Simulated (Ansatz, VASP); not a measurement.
**Two plane-wave programs on La**

```
La
1.0
     3.67345    0.00000    0.00000
    -1.83672    3.18130    0.00000
     0.00000    0.00000    5.94609
La
2
Direct
  0.66667 0.33333 0.75000
  0.33333 0.66667 0.25000
```

Alike in both runs: task single point; functional r2SCAN; k mesh 8 × 8 × 5; occupations fermi-dirac, width 0.05 eV; no spin polarisation.

|  | VASP | Ansatz |
| --- | --- | --- |
| version | VASP 6.6.1 | Ansatz 0.2.0 |
| potentials or method | VASP PAW PBE potentials, release 64 (La) | Ansatz PAW |
| plane-wave cutoff (eV) | 520 | 500 |
| valence electrons in the cell | 22 | 22 |

VASP gave:

| Item | Value |
| --- | --- |
| gap on the k mesh at the Fermi level (eV) | none |
| pressure (GPa) | 2.6 |
| traceless stress, the component that is largest in VASP (GPa) | -0.53 |

Question: What did Ansatz give for the same quantities?

Answer: gap on the k mesh at the Fermi level (eV): none; pressure (GPa): 2.4; traceless stress, the component that is largest in VASP (GPa): -0.49.

VASP's potentials were made for PBE, not for r2SCAN. A gap of «none» marks a metal or a gap that the smearing closes. With one functional, cell and mesh, what is left measures potentials, basis and numerics.

Neither program's run includes spin-orbit coupling. Noted on Ansatz's run: the magnetic or orbital state may not be the lowest.
